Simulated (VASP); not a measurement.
# Si: single point with PBE

The system is Si.

```
CELL_PARAMETERS angstrom
-3.31800 3.31800 3.25164
3.31800 -3.31800 3.25164
3.31800 3.31800 -3.25164
ATOMIC_POSITIONS crystal
Si 0.20474 0.20372 0.20494
Si 0.49878 0.99980 0.29506
Si 0.29526 0.50020 0.99897
Si 0.00122 0.29628 0.50103
Si 0.79526 0.79628 0.79506
Si 0.50122 0.00020 0.70494
Si 0.70474 0.49980 0.00103
Si 0.99878 0.70372 0.49897
```

This cell differs from its parent crystal: z stretched by -2 %, then relaxed in part.

| Property | Result |
| --- | --- |
| Program | VASP 6.6.1 |
| Task | single point |
| Functional | PBE |
| Potentials or basis | VASP PAW PBE potentials, release 64 (Si) |
| Cutoff | 520 eV |
| k mesh | 10 × 10 × 10 |
| Occupations | fermi-dirac, width 0.05 eV |
| Spin | no spin polarisation |

The pressure is 2.6 GPa. The band gap on the k mesh is zero (bands 16 and 17 overlap by 0.18 eV).

Stress tensor (GPa, compression positive):
```
1.80 0.00 0.00
0.00 1.78 0.00
0.00 0.00 4.34
```

Levels at points of the mesh, in eV from the Fermi level:
```tsv
k point	band 14	band 15	band 16	band 17	band 18	band 19
(0.00, 0.00, 0.00)	-1.58	-1.45	-0.75	1.60	1.61	2.02
(0.50, 0.00, 0.00)	-2.16	-1.42	-1.42	0.48	0.48	2.02
(0.50, 0.00, 0.50)	-2.09	-1.32	-1.32	0.30	0.30	2.08
(0.50, 0.50, 0.00)	-2.18	-1.25	-1.25	0.37	0.37	2.05
(0.50, 0.50, 0.50)	-0.62	0.12	0.18	0.36	2.74	2.88
```

It took 4.4 min on 1 thread of Intel(R) Xeon(R) 6975P-C (Granite Rapids) (shared host), peak memory 0.55 GiB.

Caveat: the cell differs from its parent crystal (z stretched by -2 %, then relaxed in part); semilocal functionals underestimate gaps, so a narrow gap can read as zero.
